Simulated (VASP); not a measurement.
Runs of VASP 6.6.1 on Cd. The structure is that of space group Fm-3m (No. 225), or close to it. The cells are those of the table. This isn't the form of Cd at room conditions, which is hcp.

```csv
task,cell,gap on the mesh (eV),pressure (GPa)
single point,"a = 2.986 Å, angles 60.0°, 1 atom",none,(a)
relaxation of cell and atoms,"relaxed to 10 GPa from a = 3.125 Å, angles 60.0°, 1 atom",none,10.0
single point,"a = 3.047 Å, angles 60.0°, 1 atom",none,0.6
single point,"a = 2.940 Å, angles 60.0°, 1 atom",none,11.1
single point,"a = 2.873 Å, angles 60.0°, 1 atom",none,21.5
relaxation of cell and atoms,"relaxed to 5 GPa from a = 3.125 Å, angles 60.0°, 1 atom",none,5.0
relaxation of cell and atoms,"relaxed from a = 3.125 Å, angles 60.0°, 1 atom",none,0.0
relaxation of cell and atoms,"relaxed to 20 GPa from a = 3.125 Å, angles 60.0°, 1 atom",none,20.1
```

Alike in all rows: level LDA; potentials or basis VASP PAW LDA potentials, release 64 (Cd); no spin polarisation; k mesh 9 × 9 × 9; cutoff (eV) 500; smearing fermi-dirac 0.05 eV.

Estimate the missing entries.

(a) 5.8.

Caveats: the cell stands under pressure (at least some runs); the cell is relaxed towards a set pressure, so the run minimises the enthalpy, not the energy (at least some runs).

A k mesh can miss the band edges, and the runs leave out spin-orbit coupling on Cd.

A gap of «none» marks levels without a gap at the run's occupations.
